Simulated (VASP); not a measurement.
# Cu3O (Pm-3m) in VASP: further runs, part 2 of 3

VASP 6.6.1. Earlier steps stand in the parts before.

### 3 Single point, PBE

This run uses another cell than the first one, of 11.13 Å³/atom, 0.980 times its volume.

INCAR

```
SYSTEM = Cu3O
PREC     = Accurate       ! precision mode
ENCUT    = 520            ! plane-wave cutoff, eV
EDIFF    = 1E-6           ! SCF threshold, eV
ISMEAR   = 0              ! smearing method
SIGMA    = 0.1            ! smearing width, eV
LREAL    = .False.        ! projectors in reciprocal space
LASPH    = .True.         ! aspherical terms in the spheres
NELM     = 60             ! most SCF steps
ALGO     = Normal         ! electronic algorithm
ISIF     = 2              ! what is computed and relaxed
LWAVE    = .False.        ! write WAVECAR
LCHARG   = .False.        ! write CHGCAR
GGA      = PE             ! functional
NBANDS   = 28             ! bands
```

KPOINTS

```
regular mesh
0
Gamma
  14 14 14
  0 0 0
```

POSCAR

```
Cu3O
1.0
    3.5441161539      0.0000000000      0.0000000000
    0.0000000000      3.5441161539      0.0000000000
    0.0000000000      0.0000000000      3.5441161539
Cu O
3 1
Direct
    0.0000000000      0.5000000000      0.5000000000
    0.5000000000      0.0000000000      0.5000000000
    0.5000000000      0.5000000000      0.0000000000
    0.0000000000      0.0000000000      0.0000000000
```

Potentials or basis: VASP PAW PBE potentials, release 64 (Cu, O).

Run with:

```bash
> cat potpaw_PBE.64/Cu/POTCAR potpaw_PBE.64/O/POTCAR > POTCAR
> mpirun -np 1 vasp_std > vasp.out
```

OUTCAR:

```text
SYSTEM = Cu3O
   PREC = Accurate
   ENCUT = 520
   EDIFF = 1E-6
   ISMEAR = 0
   LREAL = .False.
   LASPH = .True.
   NELM = 60
   ISIF = 2
   GGA = PE

 ion  position               nearest neighbor table
   1  0.000  0.500  0.500-   2 2.51   3 2.51   3 2.51   2 2.51   2 2.51   3 2.51   3 2.51   2 2.51

   2  0.500  0.000  0.500-   1 2.51   3 2.51   3 2.51   1 2.51   3 2.51   3 2.51   1 2.51   1 2.51

   3  0.500  0.500  0.000-   1 2.51   2 2.51   1 2.51   2 2.51   2 2.51   2 2.51   1 2.51   1 2.51

   4  0.000  0.000  0.000-

  LATTYP: Found a simple cubic cell.
 ALAT       =     3.5441161539

  Lattice vectors:

 A1 = (   3.5441161539,   0.0000000000,   0.0000000000)
 A2 = (   0.0000000000,   3.5441161539,   0.0000000000)
 A3 = (   0.0000000000,   0.0000000000,   3.5441161539)

Analysis of symmetry for initial positions (statically):
=====================================================================
 Subroutine PRICEL returns:
 Original cell was already a primitive cell.

 Routine SETGRP: Setting up the symmetry group for a
 simple cubic supercell.

 Subroutine GETGRP returns: Found 48 space group operations
 (whereof 48 operations were pure point group operations)
 out of a pool of 48 trial point group operations.

The static configuration has the point symmetry O_h .

Analysis of symmetry for dynamics (positions and initial velocities):
=====================================================================
 Subroutine PRICEL returns:
 Original cell was already a primitive cell.

 Routine SETGRP: Setting up the symmetry group for a
 simple cubic supercell.

 Subroutine GETGRP returns: Found 48 space group operations
 (whereof 48 operations were pure point group operations)
 out of a pool of 48 trial point group operations.

The dynamic configuration has the point symmetry O_h .

 Subroutine INISYM returns: Found 48 space group operations
 (whereof 48 operations are pure point group operations),
 and found     1 'primitive' translations

----------------------------------------------------------------------------------------

                                     Primitive cell

  volume of cell :      44.5168

  direct lattice vectors                    reciprocal lattice vectors
     3.544116154  0.000000000  0.000000000     0.282157795  0.000000000  0.000000000
     0.000000000  3.544116154  0.000000000     0.000000000  0.282157795  0.000000000
     0.000000000  0.000000000  3.544116154     0.000000000  0.000000000  0.282157795

  length of vectors
     3.544116154  3.544116154  3.544116154     0.282157795  0.282157795  0.282157795

  position of ions in fractional coordinates (direct lattice)
     0.000000000  0.500000000  0.500000000
     0.500000000  0.000000000  0.500000000
     0.500000000  0.500000000  0.000000000
     0.000000000  0.000000000  0.000000000

  ion indices of the primitive-cell ions
   primitive index   ion index
                 1           1
                 2           2
                 3           3
                 4           4

----------------------------------------------------------------------------------------

 KPOINTS: regular mesh

Automatic generation of k-mesh.
 Grid dimensions read from file:
 generate k-points for:   14   14   14

 Generating k-lattice:

  Cartesian coordinates                     Fractional coordinates (reciprocal lattice)
     0.020154128  0.000000000  0.000000000     0.071428571  0.000000000  0.000000000
     0.000000000  0.020154128  0.000000000     0.000000000  0.071428571  0.000000000
     0.000000000  0.000000000  0.020154128     0.000000000  0.000000000  0.071428571

  Length of vectors
     0.020154128  0.020154128  0.020154128

  Shift w.r.t. Gamma in fractional coordinates (k-lattice)
     0.000000000  0.000000000  0.000000000

 Subroutine IBZKPT returns following result:
 ===========================================

 Found    120 irreducible k-points:

 Following reciprocal coordinates:
            Coordinates               Weight
  0.000000  0.000000  0.000000      1.000000
  0.071429  0.000000  0.000000      6.000000
  0.142857  0.000000  0.000000      6.000000
  0.214286  0.000000  0.000000      6.000000
  0.285714  0.000000  0.000000      6.000000
  0.357143  0.000000  0.000000      6.000000
[... 16 lines left out ...]
  0.285714  0.214286  0.000000     24.000000
  0.357143  0.214286  0.000000     24.000000
 [... further k-points ...]
   k-points           NKPTS =    120   k-points in BZ     NKDIM =    120   number of bands    NBANDS=     28
   number of dos      NEDOS =    301   number of ions     NIONS =      4
   total plane-waves  NPLWV =  21952
   dimension x,y,z NGX =    28 NGY =   28 NGZ =   28
   dimension x,y,z NGXF=    56 NGYF=   56 NGZF=   56
   ions per type =               3   1
   NGX,Y,Z   is equivalent  to a cutoff of  13.13, 13.13, 13.13 a.u.
   NGXF,Y,Z  is equivalent  to a cutoff of  26.27, 26.27, 26.27 a.u.
 SYSTEM =  Cu3O
   PREC   = accura    normal or accurate (medium, high low for compatibility)
   ISTART =      0    job   : 0-new  1-cont  2-samecut
   ICHARG =      2    charge: 1-file 2-atom 10-const
   ISPIN  =      1    spin polarized calculation?
   LNONCOLLINEAR =      F non collinear calculations
   LSORBIT =      F    spin-orbit coupling
   LASPH  =      T    aspherical Exc in radial PAW
   ENCUT  =  520.0 eV  38.22 Ry    6.18 a.u.   6.59  6.59  6.59*2*pi/ulx,y,z
   NELM   =     60;   NELMIN=  2; NELMDL= -5     # of ELM steps
   EDIFF  = 0.1E-05   stopping-criterion for ELM
   LREAL  =      F    real-space projection
   EDIFFG = 0.1E-04   stopping-criterion for IOM
   NSW    =      0    number of steps for IOM
   IBRION =     -1    ionic relax: 0-MD 1-quasi-New 2-CG
   NFREE  =      0    steps in history (QN), initial steepest desc. (CG)
   ISIF   =      2    stress and relaxation
   ISYM   =      2    0-nonsym 1-usesym 2-fastsym
   POTIM  = 0.5000    time-step for ionic-motion
   TEBEG  =    0.0;   TEEND  =   0.0 temperature during run
   PSTRESS=    0.0 pullay stress
   NELECT =      39.0000    total number of electrons
   NUPDOWN=      -1.0000    fix difference up-down
   EMIN   =  10.00;   EMAX   =-10.00  energy-range for DOS
   EFERMI =   0.00;   METHOD = LEGACY
   ISMEAR =     0;   SIGMA  =   0.10  broadening in eV -4-tet -1-fermi 0-gaus
   EFERMI_NEDOS =   21; number of points for ismear=-14 and -15
   IALGO  =     38    algorithm
   IMIX   =      4    mixing-type and parameters
     AMIX     =   0.40;   BMIX     =  1.00
     AMIX_MAG =   1.60;   BMIX_MAG =  1.00
  volume/ion in A,a.u.               =      11.13        75.10
  Fermi-wavevector in a.u.,A,eV,Ry     =   1.566469  2.960197 33.386310  2.453825
  Thomas-Fermi vector in A             =   2.668792
   LORBIT       =      0    0 simple, 1 ext, 2 COOP (PROOUT), +10 PAW based schemes
   GGA     = PE    functional components
   LHFCALC =     F    Hartree Fock is set to
   AEXX    =    0.0000 exact exchange contribution
   IVDW    =     0    specifies the selected vdW correction
   LEPSILON=     F    determine dielectric tensor
   LRPA    =     F    only Hartree local field effects (RPA)
 non-spin polarized calculation
 Gauss-broadening in eV      SIGMA  =   0.10
  energy-cutoff  :      520.00
  volume of cell :       44.52
 maximum number of plane-waves:      1222
 NGX is ok and might be reduce to    28
   NGX = 13   NGY = 13   NGZ = 13

 number of electron      38.9999973 magnetization

 Free energy of the ion-electron system (eV)
  ---------------------------------------------------
  ext. energy  EPLUGINS =         0.00000000
  ---------------------------------------------------
  free energy    TOTEN  =       -15.23555097 eV

  energy without entropy =      -15.22954273  energy(sigma->0) =      -15.23254685

 E-fermi :   6.1145     XC(G=0): -12.3629

 val. band max:        6.1026999219   @ k =   0.4286   0.1429   0.0000
 cond. band min:       6.1197687471   @ k =   0.3571   0.1429   0.0714
 fundamental gap:      0.0170688252
 Fermi energy:         6.1145216520

 k-point     1 :       0.0000    0.0000    0.0000
  band No.  band energies     occupation
      1     -11.7725      2.00000
      2      -0.2382      2.00000
      3       2.8198      2.00000
      4       2.8198      2.00000
      5       2.8198      2.00000
      6       2.8732      2.00000
[... 20 lines left out ...]
     27      21.3842      0.00000
[... 691 lines left out ...]
      6       3.1171      2.00000
[... 20 lines left out ...]
     27      19.4182      0.00000
     28      21.0076      0.00000

 [... further k-points ...]

------------------------ aborting loop because EDIFF is reached ----------------------------------------

  FORCE on cell =-STRESS in cart. coord.  units (eV):
  Direction    XX          YY          ZZ          XY          YZ          ZX
  --------------------------------------------------------------------------------------
  -------------------------------------------------------------------------------------
  Total        0.0515846      0.0515846      0.0515846      0.0000000      0.0000000     -0.0000000
  in kB        1.8565524      1.8565524      1.8565524      0.0000000      0.0000000     -0.0000000
  external PRESSURE =       1.8565524 kB  Pullay stress =       0.0000000 kB

 VOLUME and BASIS-vectors are now :
 -----------------------------------------------------------------------------
  energy-cutoff  :      520.00
  volume of cell :       44.52
      direct lattice vectors                 reciprocal lattice vectors
     3.544116154  0.000000000  0.000000000     0.282157795  0.000000000  0.000000000
     0.000000000  3.544116154  0.000000000     0.000000000  0.282157795  0.000000000
     0.000000000  0.000000000  3.544116154     0.000000000  0.000000000  0.282157795

 POSITION                                       TOTAL-FORCE (eV/Angst)
 -----------------------------------------------------------------------------------
      0.00000      1.77206      1.77206         0.000000      0.000000      0.000000
      1.77206      0.00000      1.77206         0.000000      0.000000      0.000000
      1.77206      1.77206      0.00000         0.000000      0.000000      0.000000
      0.00000      0.00000      0.00000         0.000000      0.000000      0.000000
 -----------------------------------------------------------------------------------
    total drift:                                0.000000      0.000000      0.000000

  FREE ENERGIE OF THE ION-ELECTRON SYSTEM (eV)
  ---------------------------------------------------
  free  energy   TOTEN  =       -15.2355509749 eV

  energy  without entropy=      -15.2295427252  energy(sigma->0) =      -15.23254685
```

It took 82 s on 1 thread of AMD EPYC 9R14 (Zen 4), shared host; peak memory 0.21 GiB.

Results:

- Free energy: -15.2356 eV
- Pressure: 0.2 GPa

Levels at points of the mesh, in eV from the Fermi level:
| k point | band 18 | band 19 | band 20 | band 21 | band 22 | band 23 |
| --- | --- | --- | --- | --- | --- | --- |
| (0.00, 0.00, 0.00) | -0.61 | -0.61 | -0.61 | 5.88 | 5.88 | 5.88 |
| (0.50, 0.00, 0.00) | -0.61 | -0.57 | -0.57 | 1.27 | 6.74 | 6.74 |
| (0.50, 0.50, 0.00) | -0.67 | -0.67 | -0.20 | 3.31 | 3.90 | 3.90 |
| (0.50, 0.50, 0.50) | -0.72 | -0.72 | -0.50 | 4.32 | 4.32 | 4.32 |

Caveat: an odd number of electrons without spin polarisation forces a metal; a magnetic or distorted state may lie lower. With open d or f shells a metallic result of PBE can be an artefact of self-interaction; +U or a hybrid may open a gap.

### 4 Single point, PBE

This run uses another cell than the first one, of 11.13 Å³/atom, 0.980 times its volume.

INCAR is that of step 3.

KPOINTS is that of step 3.

POSCAR

```
Cu3O
1.0
    3.5441161270      0.0000000000      0.0000000000
    0.0000000000      3.5441161270      0.0000000000
    0.0000000000      0.0000000000      3.5441161270
Cu O
3 1
Direct
    0.0000000000      0.5000000000      0.5000000000
    0.5000000000      0.0000000000      0.5000000000
    0.5000000000      0.5000000000      0.0000000000
    0.0000000000      0.0000000000      0.0000000000
```

Potentials or basis: VASP PAW PBE potentials, release 64 (Cu, O).

Run with:

```bash
> cat potpaw_PBE.64/Cu/POTCAR potpaw_PBE.64/O/POTCAR > POTCAR
> mpirun -np 1 vasp_std > vasp.out
```

OUTCAR:

```text
SYSTEM = Cu3O
   PREC = Accurate
   ENCUT = 520
   EDIFF = 1E-6
   ISMEAR = 0
   LREAL = .False.
   LASPH = .True.
   NELM = 60
   ISIF = 2
   GGA = PE

 ion  position               nearest neighbor table
   1  0.000  0.500  0.500-   2 2.51   3 2.51   3 2.51   2 2.51   2 2.51   3 2.51   3 2.51   2 2.51

   2  0.500  0.000  0.500-   1 2.51   3 2.51   3 2.51   1 2.51   3 2.51   3 2.51   1 2.51   1 2.51

   3  0.500  0.500  0.000-   1 2.51   2 2.51   1 2.51   2 2.51   2 2.51   2 2.51   1 2.51   1 2.51

   4  0.000  0.000  0.000-

  LATTYP: Found a simple cubic cell.
 ALAT       =     3.5441161270

  Lattice vectors:

 A1 = (   3.5441161270,   0.0000000000,   0.0000000000)
 A2 = (   0.0000000000,   3.5441161270,   0.0000000000)
 A3 = (   0.0000000000,   0.0000000000,   3.5441161270)

Analysis of symmetry for initial positions (statically):
=====================================================================
 Subroutine PRICEL returns:
 Original cell was already a primitive cell.

 Routine SETGRP: Setting up the symmetry group for a
 simple cubic supercell.

 Subroutine GETGRP returns: Found 48 space group operations
[... 170 lines left out ...]
 E-fermi :   6.1145     XC(G=0): -12.3629

 val. band max:        6.1027002066   @ k =   0.4286   0.1429   0.0000
 cond. band min:       6.1197690329   @ k =   0.3571   0.1429   0.0714
 fundamental gap:      0.0170688262
 Fermi energy:         6.1145219322

 k-point     1 :       0.0000    0.0000    0.0000
  band No.  band energies     occupation
      1     -11.7725      2.00000
      2      -0.2382      2.00000
      3       2.8198      2.00000
      4       2.8198      2.00000
      5       2.8198      2.00000
      6       2.8732      2.00000
[... 733 lines left out ...]
     27      19.4182      0.00000
     28      21.0076      0.00000

 [... further k-points ...]

------------------------ aborting loop because EDIFF is reached ----------------------------------------

  FORCE on cell =-STRESS in cart. coord.  units (eV):
  Direction    XX          YY          ZZ          XY          YZ          ZX
  --------------------------------------------------------------------------------------
  -------------------------------------------------------------------------------------
  Total        0.0515856      0.0515856      0.0515856      0.0000000     -0.0000000      0.0000000
  in kB        1.8565862      1.8565862      1.8565862      0.0000000     -0.0000000      0.0000000
  external PRESSURE =       1.8565862 kB  Pullay stress =       0.0000000 kB

 VOLUME and BASIS-vectors are now :
 -----------------------------------------------------------------------------
  energy-cutoff  :      520.00
  volume of cell :       44.52
      direct lattice vectors                 reciprocal lattice vectors
     3.544116127  0.000000000  0.000000000     0.282157797  0.000000000  0.000000000
     0.000000000  3.544116127  0.000000000     0.000000000  0.282157797  0.000000000
     0.000000000  0.000000000  3.544116127     0.000000000  0.000000000  0.282157797

 POSITION                                       TOTAL-FORCE (eV/Angst)
 -----------------------------------------------------------------------------------
      0.00000      1.77206      1.77206         0.000000      0.000000      0.000000
      1.77206      0.00000      1.77206         0.000000      0.000000      0.000000
      1.77206      1.77206      0.00000         0.000000      0.000000      0.000000
      0.00000      0.00000      0.00000         0.000000      0.000000      0.000000
 -----------------------------------------------------------------------------------
    total drift:                                0.000000      0.000000      0.000000

  FREE ENERGIE OF THE ION-ELECTRON SYSTEM (eV)
  ---------------------------------------------------
  free  energy   TOTEN  =       -15.2355509737 eV

  energy  without entropy=      -15.2295427242  energy(sigma->0) =      -15.23254685
```

OSZICAR:

```text
N       E                     dE             d eps       ncg     rms          rms(c)
DAV:   1     0.303525317315E+03    0.30353E+03   -0.17250E+04  7000   0.231E+03
DAV:   2     0.160051938950E+02   -0.28752E+03   -0.27353E+03  6796   0.385E+02
DAV:   3    -0.180767792851E+02   -0.34082E+02   -0.32057E+02  7808   0.156E+02
DAV:   4    -0.194632736805E+02   -0.13865E+01   -0.13740E+01  8540   0.366E+01
DAV:   5    -0.194757168383E+02   -0.12443E-01   -0.12441E-01  8124   0.343E+00    0.177E+01
DAV:   6    -0.226755315262E+02   -0.31998E+01   -0.55060E+01  9276   0.156E+02    0.193E+01
DAV:   7    -0.152871369605E+02    0.73884E+01   -0.31540E+01  9280   0.802E+01    0.350E+00
DAV:   8    -0.152661038109E+02    0.21033E-01   -0.20021E+00 10076   0.162E+01    0.110E+00
DAV:   9    -0.152428198622E+02    0.23284E-01   -0.14151E-01  7716   0.676E+00    0.657E-01
DAV:  10    -0.152392450347E+02    0.35748E-02   -0.13180E-02  9264   0.125E+00    0.471E-01
DAV:  11    -0.152355226795E+02    0.37224E-02   -0.13306E-02  7516   0.256E+00    0.744E-02
DAV:  12    -0.152355717847E+02   -0.49105E-04   -0.12676E-03  9048   0.412E-01    0.398E-02
DAV:  13    -0.152355512660E+02    0.20519E-04   -0.66451E-05  8772   0.120E-01    0.121E-02
DAV:  14    -0.152355510948E+02    0.17126E-06   -0.10451E-05  7816   0.261E-02    0.291E-03
DAV:  15    -0.152355509737E+02    0.12107E-06   -0.44836E-07  4152   0.133E-02
   1 F= -.15235551E+02 E0= -.15232547E+02  d E =-.600825E-02
```

stdout:

```text
POSCAR found type information on POSCAR CuO
 POSCAR found :  2 types and       4 ions
 scaLAPACK will be used
 LDA part: xc-table for (Slater+PW92), standard interpolation
 POSCAR, INCAR and KPOINTS ok, starting setup
 FFT: planning ... GRIDC
 FFT: planning ... GRID_SOFT
 FFT: planning ... GRID
 WAVECAR not read
 entering main loop
```

Wall time 88 s (1 thread of AMD EPYC 9R45 (Zen 5), shared host); peak memory 0.21 GiB.

Results:

- Free energy: -15.2356 eV
- Pressure: 0.2 GPa

Levels at points of the mesh, in eV from the Fermi level:
```
           k point  band 16  band 17  band 18  band 19  band 20  band 21  band 22  band 23  band 24  band 25
(0.00, 0.00, 0.00)    -1.16    -0.66    -0.61    -0.61    -0.61     5.88     5.88     5.88     7.89     7.89
(0.50, 0.00, 0.00)    -1.25    -1.08    -0.61    -0.57    -0.57     1.27     6.74     6.74     8.85    10.69
(0.50, 0.50, 0.00)    -1.17    -1.01    -0.67    -0.67    -0.20     3.31     3.90     3.90    10.39    10.39
(0.50, 0.50, 0.50)    -1.22    -0.72    -0.72    -0.72    -0.50     4.32     4.32     4.32     6.36     6.36
```

Caveat: an odd number of electrons without spin polarisation forces a metal; a magnetic or distorted state may lie lower. With open d or f shells a metallic result of PBE can be an artefact of self-interaction; +U or a hybrid may open a gap.

(Part 2 of 3 ends here.)
